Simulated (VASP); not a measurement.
# Si (P1) in VASP: notebook

The runs below take Si through single point, with PBEsol.

Program: VASP 6.6.1. These are calculated values, not measurements. Logs are shortened: lines on timing, memory, paths and dates and some standing lists are left out, and cuts for length are marked.

### 1 The cell of the first run

The typed cell holds 16 atoms: a = 7.669 Å, b = 7.669 Å, c = 7.669 Å, α = 60.00°, β = 60.00°, γ = 60.00°.

### 2 Single point, PBEsol

Contents of INCAR:

```
PREC     = Accurate       # precision mode
ENCUT    = 520            # plane-wave cutoff, eV
EDIFF    = 1E-7           # SCF threshold, eV
ISMEAR   = -1             # smearing method
SIGMA    = 0.36           # smearing width, eV
LREAL    = Auto         
LASPH    = T              # aspherical terms in the spheres
NELM     = 100            # most SCF steps
ALGO     = Normal         # electronic algorithm
ISIF     = 2              # what is computed and relaxed
LWAVE    = F              # write WAVECAR
LCHARG   = T              # write CHGCAR
GGA      = PS             # functional
LELF     = T              # ELF
LVHAR    = T            
NBANDS   = 46             # bands
```

Contents of KPOINTS:

```
Automatic mesh
0
Gamma
  2 2 2
```

Contents of POSCAR:

```
Si
1.0
    0.0000000000      5.4227280000      5.4227280000
    5.4227280000      0.0000000000      5.4227280000
    5.4227280000      5.4227280000      0.0000000000
Si
16
Direct
   -0.1258960435      0.4974064714     -0.1853863959
    0.0921768527      0.6070653000     -0.0651240483
    0.2177132985     -0.2991483253      0.2416311495
    0.4622765516     -0.4759043788      0.8094081060
   -0.1557426447      0.2069345909      0.6235514671
    0.0174082123      0.5320938096      0.3046437144
    0.3572924919      0.4349655745      0.5453712596
    0.1513352689      0.7894827105      0.5698146763
    0.7540853976     -0.0801810454     -0.3804727067
    0.8458196686      0.1508926872     -0.0517359528
    0.1812464132      0.2326965321      0.5039437715
    0.7350543859      0.3231399399      0.2928968593
    0.5483033632      0.7993393731     -0.7055489414
    0.4702338011      0.3093369241      0.1839387851
    0.5743050361      0.1038960464      0.8507341692
    0.4074978498      0.8832178195      0.0221936265
```

Potentials or basis: VASP PAW PBE potentials, release 64 (Si).

The run is started by

```console
cat potpaw_PBE.64/Si/POTCAR > POTCAR
mpirun -np 1 vasp_std > vasp.out
```

OUTCAR:

```text
PREC = Accurate
   ENCUT = 520
   EDIFF = 1E-7
   ISMEAR = -1
   LREAL = Auto
   LASPH = T
   NELM = 100
   ISIF = 2
   GGA = PS

 ion  position               nearest neighbor table
   1  0.874  0.497  0.815-  10 2.41   9 2.67   2 2.84  12 3.00   4 3.08   8 3.10   7 3.13  11 3.13

   2  0.092  0.607  0.935-   8 2.33   4 2.34   6 2.40   1 2.84
   3  0.218  0.701  0.242-  16 2.03   6 2.21   7 2.51   8 2.67  14 2.76
   4  0.462  0.524  0.809-   2 2.34  14 2.51  15 2.78   5 2.95   7 2.96   8 3.00   1 3.08  10 3.11

   5  0.844  0.207  0.624-  15 2.14  10 2.31  11 2.35   9 2.63  12 2.65   6 2.82   4 2.95   8 2.96

   6  0.017  0.532  0.305-  11 2.17   3 2.21   2 2.40   5 2.82  14 2.88  13 3.15
   7  0.357  0.435  0.545-   8 2.42   3 2.51  12 2.54  11 2.71  15 2.90   4 2.96  14 2.97  13 3.09
                             1 3.13
   8  0.151  0.789  0.570-   2 2.33   7 2.42   9 2.57   3 2.67  13 2.72   5 2.96   4 3.00   1 3.10

   9  0.754  0.920  0.620-  15 2.27   8 2.57   5 2.63   1 2.67  12 2.83  16 2.89
  10  0.846  0.151  0.948-   5 2.31   1 2.41  14 2.56  15 2.76  11 3.05  12 3.09   4 3.11
  11  0.181  0.233  0.504-   6 2.17   5 2.35  14 2.39   7 2.71  10 3.05   1 3.13
  12  0.735  0.323  0.293-   7 2.54  14 2.61   5 2.65   9 2.83   1 3.00  10 3.09
  13  0.548  0.799  0.294-  16 2.48   8 2.72  15 2.99   7 3.09   6 3.15
  14  0.470  0.309  0.184-  11 2.39   4 2.51  10 2.56  12 2.61   3 2.76   6 2.88   7 2.97
  15  0.574  0.104  0.851-  16 2.12   5 2.14   9 2.27  10 2.76   4 2.78   7 2.90  13 2.99
  16  0.407  0.883  0.022-   3 2.03  15 2.12  13 2.48   9 2.89

  LATTYP: Found a face centered cubic cell.
 ALAT       =    10.8454560000

  Lattice vectors:

 A1 = (   0.0000000000,   5.4227280000,   5.4227280000)
 A2 = (   5.4227280000,   0.0000000000,   5.4227280000)
 A3 = (   5.4227280000,   5.4227280000,   0.0000000000)

Analysis of symmetry for initial positions (statically):
=====================================================================
 Subroutine PRICEL returns:
 Original cell was already a primitive cell.

 Routine SETGRP: Setting up the symmetry group for a
 face centered cubic supercell.

 Subroutine GETGRP returns: Found  1 space group operations
 (whereof  1 operations were pure point group operations)
 out of a pool of 48 trial point group operations.

The static configuration has the point symmetry C_1 .

Analysis of symmetry for dynamics (positions and initial velocities):
=====================================================================
 Subroutine PRICEL returns:
 Original cell was already a primitive cell.

 Routine SETGRP: Setting up the symmetry group for a
 face centered cubic supercell.

 Subroutine GETGRP returns: Found  1 space group operations
 (whereof  1 operations were pure point group operations)
 out of a pool of 48 trial point group operations.

The dynamic configuration has the point symmetry C_1 .

 Subroutine INISYM returns: Found  1 space group operations
 (whereof  1 operations are pure point group operations),
 and found     1 'primitive' translations

----------------------------------------------------------------------------------------

                                     Primitive cell

  volume of cell :     318.9213

  direct lattice vectors                    reciprocal lattice vectors
     0.000000000  5.422728000  5.422728000    -0.092204514  0.092204514  0.092204514
     5.422728000  0.000000000  5.422728000     0.092204514 -0.092204514  0.092204514
     5.422728000  5.422728000  0.000000000     0.092204514  0.092204514 -0.092204514

  length of vectors
     7.668895483  7.668895483  7.668895483     0.159702903  0.159702903  0.159702903

  position of ions in fractional coordinates (direct lattice)
     0.874103957  0.497406471  0.814613604
     0.092176853  0.607065300  0.934875952
     0.217713299  0.700851675  0.241631150
     0.462276552  0.524095621  0.809408106
     0.844257355  0.206934591  0.623551467
     0.017408212  0.532093810  0.304643714
[... 8 lines left out ...]
     0.574305036  0.103896046  0.850734169
[... 49 lines left out ...]
  Thomas-Fermi vector in A             =   2.087568
   LORBIT       =      0    0 simple, 1 ext, 2 COOP (PROOUT), +10 PAW based schemes
   GGA     = PS    functional components
   LHFCALC =     F    Hartree Fock is set to
   AEXX    =    0.0000 exact exchange contribution
   IVDW    =     0    specifies the selected vdW correction
   LEPSILON=     F    determine dielectric tensor
   LRPA    =     F    only Hartree local field effects (RPA)
 non-spin polarized calculation
  energy-cutoff  :      520.00
  volume of cell :      318.92
 maximum number of plane-waves:      8616
 NGX is ok and might be reduce to    60
   NGX = 29   NGY = 29   NGZ = 29

 number of electron      64.0000000 magnetization

 Free energy of the ion-electron system (eV)
  ---------------------------------------------------
  ext. energy  EPLUGINS =         0.00000000
  ---------------------------------------------------
  free energy    TOTEN  =       -80.47269439 eV

  energy without entropy =      -77.30573225  energy(sigma->0) =      -78.88921332

 E-fermi :   5.9319     XC(G=0):  -9.6853

 val. band max:        5.8991116798   @ k =   0.0000   0.5000   0.0000
 cond. band min:       5.9748402270   @ k =   0.5000   0.5000   0.5000
 fundamental gap:      0.0757285472
 Fermi energy:         5.9319003462

 k-point     1 :       0.0000    0.0000    0.0000
  band No.  band energies     occupation
      1      -6.9000      2.00000
      2      -5.1388      2.00000
      3      -4.6036      2.00000
      4      -3.9253      2.00000
      5      -3.4729      2.00000
      6      -3.0815      2.00000
[... 36 lines left out ...]
     43       8.0295      0.00588
     44       8.2428      0.00325

 k-point     2 :       0.5000    0.0000    0.0000
  band No.  band energies     occupation
      1      -6.3075      2.00000
      2      -6.1813      2.00000
      3      -4.3534      2.00000
      4      -4.2003      2.00000
      5      -3.6547      2.00000
      6      -3.3082      2.00000
[... 274 lines left out ...]
 k-point     8 :       0.5000    0.0000    0.5000
  band No.  band energies     occupation
      1      -6.4304      2.00000
      2      -5.5872      2.00000
      3      -5.1248      2.00000
      4      -4.5319      2.00000
      5      -4.0774      2.00000
      6      -2.6720      2.00000
[... 36 lines left out ...]
     43       8.8834      0.00055
     44       8.9989      0.00040
 [bands above 44 left out]

------------------------ aborting loop because EDIFF is reached ----------------------------------------

  FORCE on cell =-STRESS in cart. coord.  units (eV):
  Direction    XX          YY          ZZ          XY          YZ          ZX
  --------------------------------------------------------------------------------------
  -------------------------------------------------------------------------------------
  Total       -6.6762670     -4.0103832     13.3613010      0.5815455     -0.2296274     -2.8290457
  in kB      -33.5398272    -20.1471211     67.1236973      2.9215334     -1.1535883    -14.2123888
  external PRESSURE =       4.4789164 kB  Pullay stress =       0.0000000 kB

 VOLUME and BASIS-vectors are now :
 -----------------------------------------------------------------------------
  energy-cutoff  :      520.00
  volume of cell :      318.92
      direct lattice vectors                 reciprocal lattice vectors
     0.000000000  5.422728000  5.422728000    -0.092204514  0.092204514  0.092204514
     5.422728000  0.000000000  5.422728000     0.092204514 -0.092204514  0.092204514
     5.422728000  5.422728000  0.000000000     0.092204514  0.092204514 -0.092204514

 POSITION                                       TOTAL-FORCE (eV/Angst)
 -----------------------------------------------------------------------------------
      7.11473      9.15746      7.43733         0.456820      0.098019      0.602402
      8.36153      5.56943      3.79180         0.199493     -0.401462     -1.087121
      5.11083      2.49090      4.98113         0.765979      0.812315     -3.030295
      7.23123      6.89600      5.34883        -0.923862      0.882746      0.276898
      4.50350      7.95953      5.70033        -1.447371     -1.091586      2.166667
      4.53740      1.74640      2.97980         0.710747     -3.189480     -0.760892
[... 8 lines left out ...]
      5.17670      7.72760      3.67770         3.042031     -0.501223      0.044957
      4.90980      2.33010      6.99920        -1.125241     -0.038610      1.903775
 -----------------------------------------------------------------------------------
    total drift:                                0.000256      0.003025     -0.002357

  FREE ENERGIE OF THE ION-ELECTRON SYSTEM (eV)
  ---------------------------------------------------
  free  energy   TOTEN  =       -80.4726943878 eV

  energy  without entropy=      -77.3057322506  energy(sigma->0) =      -78.88921332
```

Wall time 7.8 min (1 thread of Intel Xeon 8259CL, shared host); peak memory 0.46 GiB.

Results:

```
Free energy            : -80.4727 eV
Pressure               : 0.4 GPa
Largest force          : 3.355 eV/Å
Band gap on the k mesh : zero (bands 32 and 33 overlap by 0.29 eV)
```

Forces on the atoms (eV/Å):
```
Si   0.457  0.098  0.602
Si   0.199 -0.401 -1.087
Si   0.766  0.812 -3.030
Si  -0.924  0.883  0.277
Si  -1.447 -1.092  2.167
Si   0.711 -3.189 -0.761
Si  -0.469  0.517 -0.314
Si   0.173 -0.906  0.823
Si  -1.588 -0.128  0.256
Si   0.518  0.864 -0.519
Si  -0.372  2.803 -0.298
Si   0.413 -0.088 -0.354
Si  -0.067  0.241 -0.263
Si  -0.287  0.126  0.553
Si   3.042 -0.501  0.045
Si  -1.125 -0.039  1.904
```

Levels at points of the mesh, in eV from the Fermi level:
```csv
k point,band 28,band 29,band 30,band 31,band 32,band 33,band 34,band 35,band 36,band 37
"(0.00, 0.00, 0.00)",-0.90,-0.78,-0.54,-0.05,0.11,0.15,0.44,0.53,0.79,0.98
"(0.50, 0.00, 0.00)",-1.25,-1.22,-1.02,-0.76,-0.22,0.45,0.51,0.99,1.36,1.43
"(0.00, 0.50, 0.00)",-1.47,-1.22,-0.82,-0.57,-0.18,-0.03,0.29,0.78,1.14,1.29
"(0.00, 0.00, 0.50)",-1.08,-0.72,-0.62,-0.54,-0.18,0.19,0.63,0.70,1.03,1.54
"(0.50, 0.50, 0.50)",-1.29,-0.84,-0.60,-0.41,0.04,0.28,0.42,0.95,1.08,1.42
"(0.50, 0.50, 0.00)",-1.12,-0.97,-0.84,-0.54,-0.28,-0.17,0.32,0.57,1.26,1.42
"(0.00, 0.50, 0.50)",-0.91,-0.86,-0.59,-0.48,-0.14,-0.04,0.37,0.64,0.81,1.20
"(0.50, 0.00, 0.50)",-1.08,-0.68,-0.54,-0.40,-0.14,0.14,0.25,0.35,0.66,0.85
```

Caveat: the k points lie up to 0.50 Å⁻¹ apart; the atoms stand as in a frame of molecular dynamics; so wide a smearing shifts energies and pressures; semilocal functionals underestimate gaps, and a narrow one can read as zero; the PAW data sets were made with another functional, which shifts forces and pressure a little.

### 3 Single point, PBEsol

This run uses another cell than the first one, of 22.04 Å³/atom.

Contents of INCAR:

```
ALGO = Normal
EDIFF = 1E-6
ENCUT = 520
GGA = PS
ISIF = 2
ISMEAR = -1
LASPH = True
LCHARG = False
LREAL = Auto
LWAVE = False
NBANDS = 46
NELM = 60
PREC = Accurate
SIGMA = 0.36
```

Contents of KPOINTS:

```
k-points
0
Gamma
  2 2 2
```

Contents of POSCAR:

```
Si
1.0
    0.0000000000      5.6075800000      5.6075800000
    5.6075800000      0.0000000000      5.6075800000
    5.6075800000      5.6075800000      0.0000000000
Si
16
Direct
   -0.1474165326      0.4358297162     -0.0996419133
    0.0377435543      0.5199836650     -0.0215511861
    0.2470851954     -0.3566511757      0.2843205090
    0.3283858634     -0.3181497188      0.7843936243
   -0.0478637844      0.3282342829      0.4606978411
   -0.0721612532      0.6802132114      0.2018428627
    0.1886018568      0.3281986169      0.6940605395
    0.0677832505      0.7389283791      0.6267587801
    0.7123215362     -0.1217280895     -0.4163471587
    0.6699681503      0.1503857279      0.0159962051
    0.3284036964      0.0933646956      0.4904878753
    0.6313953613      0.2921046155      0.4276176176
    0.5850919648      0.7356560227     -0.4845851508
    0.5047186130      0.4151434309      0.1579915044
    0.5428277439      0.1863816477      0.7766362673
    0.5729031062      0.7721156007      0.2014594531
```

Potentials or basis: VASP PAW PBE potentials, release 64 (Si).

The run is started by

```console
cat potpaw_PBE.64/Si/POTCAR > POTCAR
mpirun -np 1 vasp_std > vasp.out
```

It took 8.1 min on 1 thread of Intel Xeon 8259CL, shared host; peak memory 0.47 GiB.

Results (log left out):

```yaml
Free_energy: -80.4656 eV
Pressure: -3.6 GPa
Largest_force: 3.390 eV/Å
Band_gap_on_the_k_mesh: zero (bands 32 and 33 overlap by 0.21 eV)
```

Forces on the atoms (eV/Å):
```
Si   0.335 -1.197 -0.798
Si  -0.450  0.676  0.175
Si   3.149 -1.022 -0.731
Si   1.679  0.004 -2.691
Si  -0.165 -0.089 -0.114
Si   1.289  0.994  0.498
Si  -1.039  0.260  1.013
Si  -0.699 -0.723 -0.045
Si   1.533  1.350  1.888
Si  -0.659  0.177 -0.498
Si   0.558 -0.462  0.141
Si  -0.709  0.339  0.739
Si  -2.649 -0.665  1.220
Si  -2.606  0.670  0.050
Si   0.445 -0.061 -0.981
Si  -0.011 -0.251  0.134
```

Stress tensor (GPa, compression positive):
```
-0.07  0.89 -2.60
 0.89 -6.43  0.35
-2.60  0.35 -4.24
```

Levels at points of the mesh, in eV from the Fermi level:
```
           k point  band 30  band 31  band 32  band 33  band 34  band 35
(0.00, 0.00, 0.00)    -0.48    -0.16    -0.05     0.09     0.25     0.44
(0.50, 0.00, 0.00)    -0.60    -0.31    -0.09     0.50     0.56     0.77
(0.00, 0.50, 0.00)    -0.66    -0.50    -0.42    -0.26     0.17     0.62
(0.00, 0.00, 0.50)    -0.76    -0.37    -0.22     0.00     0.53     0.63
(0.50, 0.50, 0.50)    -0.66    -0.31    -0.15     0.32     0.41     0.60
(0.50, 0.50, 0.00)    -0.69    -0.26    -0.16     0.19     0.27     0.78
(0.00, 0.50, 0.50)    -0.62    -0.40    -0.15     0.13     0.34     0.78
(0.50, 0.00, 0.50)    -0.71    -0.47    -0.18     0.15     0.31     0.69
```

Caveat: the k points lie up to 0.49 Å⁻¹ apart; the atoms stand as in a frame of molecular dynamics; so wide a smearing shifts energies and pressures; semilocal functionals underestimate gaps, and a narrow one can read as zero; the PAW data sets were made with another functional, which shifts forces and pressure a little.

### 4 Single point, PBEsol

This run uses another cell than the first one, of 23.15 Å³/atom.

Contents of INCAR:

```
ALGO     = Normal         # electronic algorithm
EDIFF    = 1E-6           # SCF threshold, eV
ENCUT    = 520            # plane-wave cutoff, eV
GGA      = PS             # functional
ISIF     = 2              # what is computed and relaxed
ISMEAR   = -1             # smearing method
LASPH    = True           # aspherical terms in the spheres
LCHARG   = False          # write CHGCAR
LREAL    = Auto         
LWAVE    = False          # write WAVECAR
NBANDS   = 46             # bands
NELM     = 100            # most SCF steps
PREC     = Accurate       # precision mode
SIGMA    = 0.36           # smearing width, eV
```

KPOINTS is that of step 3.

Contents of POSCAR:

```
Si
1.0
    0.0000000000      5.7002130000      5.7002130000
    5.7002130000      0.0000000000      5.7002130000
    5.7002130000      5.7002130000      0.0000000000
Si
16
Direct
   -0.1440560204      0.5248312651     -0.1434770946
    0.1518978326      0.2687004854      0.1065135636
    0.0969086594     -0.3159706488      0.3887924890
    0.2000714710     -0.3135058286      0.8533277616
    0.0826986641      0.4305277715      0.3182337221
   -0.0743656421      0.8806688452      0.1178903315
    0.1999223538      0.3573550673      0.6589929183
    0.0533927416      0.7632083222      0.6577736657
    0.6663522924     -0.1088292666     -0.2498064546
    0.6158454079      0.0704622792      0.0755848948
    0.4355626711      0.1235041568      0.4141775053
    0.6519756367      0.2796913028      0.4511585795
    0.5952584579      0.5722593173     -0.2799369076
    0.4930078929      0.4004148617      0.1754934421
    0.4148441471      0.2591832972      0.7944615403
    0.6487652304      0.6978862018      0.2690776643
```

The run is started by

```console
cat potpaw_PBE.64/Si/POTCAR > POTCAR
mpirun -np 1 vasp_std > vasp.out
```

Wall time 6.7 min (1 thread of Intel Xeon 8259CL, shared host); peak memory 0.48 GiB.

The run converged. Its results:

| Item | Value |
| --- | --- |
| Free energy | -79.2791 eV |
| Pressure | -4.7 GPa |
| Largest force | 4.074 eV/Å |
| Band gap on the k mesh | zero (bands 32 and 33 overlap by 0.08 eV) |

Forces in eV/Å, atoms in the order of the input:
```
Si   0.124  0.411 -0.708
Si   0.216 -0.589 -0.161
Si  -0.362 -0.295  0.366
Si   1.325  3.847  0.212
Si   0.270  0.151  0.405
Si  -1.216  1.353 -0.101
Si  -0.533 -3.170 -1.010
Si  -0.868 -3.531 -0.953
Si   0.159 -0.477  0.572
Si   0.574 -1.106 -0.471
Si   0.045  1.237 -2.117
Si  -0.369 -0.408  0.224
Si   0.349 -0.324 -0.196
Si   0.262 -1.426  2.205
Si  -0.002  3.529  1.474
Si   0.026  0.797  0.258
```

Stress tensor (GPa, compression positive):
```
-6.76  1.43  0.24
 1.43 -2.74  0.37
 0.24  0.37 -4.51
```

Levels at points of the mesh, in eV from the Fermi level:
```
           k point  band 30  band 31  band 32  band 33  band 34  band 35
(0.00, 0.00, 0.00)    -0.64    -0.51    -0.07     0.07     0.32     0.54
(0.50, 0.00, 0.00)    -0.77    -0.23    -0.01     0.42     0.58     0.74
(0.00, 0.50, 0.00)    -0.79    -0.46     0.07     0.10     0.39     0.50
(0.00, 0.00, 0.50)    -0.63    -0.34    -0.26     0.26     0.47     0.53
(0.50, 0.50, 0.50)    -0.54    -0.44    -0.33     0.24     0.83     0.89
(0.50, 0.50, 0.00)    -0.65    -0.52    -0.41     0.00     0.25     0.58
(0.00, 0.50, 0.50)    -0.78    -0.34    -0.12     0.15     0.26     0.59
(0.50, 0.00, 0.50)    -0.64    -0.52    -0.41     0.04     0.58     0.80
```

Caveat: the k points lie up to 0.48 Å⁻¹ apart; the atoms stand as in a frame of molecular dynamics; so wide a smearing shifts energies and pressures; semilocal functionals underestimate gaps, and a narrow one can read as zero; the PAW data sets were made with another functional, which shifts forces and pressure a little.

### 5 Overview

```csv
cell,gap on the mesh (eV),pressure (GPa),largest force (eV/Å)
"a = 7.669 Å, angles 60.0°, 16 atoms, atomic positions A",none,0.4,3.36
"a = 7.930 Å, angles 60.0°, 16 atoms, atomic positions B",none,-3.6,3.39
"a = 8.061 Å, angles 60.0°, 16 atoms, atomic positions C",none,-4.7,4.07
```

Alike in all rows: task single point; level PBEsol; potentials or basis VASP PAW PBE potentials, release 64 (Si); no spin polarisation; k mesh 2 × 2 × 2; cutoff (eV) 520; smearing fermi-dirac 0.36 eV.

Caveats: all runs use coarse meshes; the atoms stand as in a frame of molecular dynamics; so wide a smearing shifts energies and pressures; semilocal functionals underestimate gaps, and a narrow one can read as zero; the PAW data sets were made with another functional, which shifts forces and pressure a little.

Total energies depend on the potentials used, so only differences within one code and one set of settings carry meaning.

The gap in the log of VASP goes by the Fermi energy; the results here count the filled bands.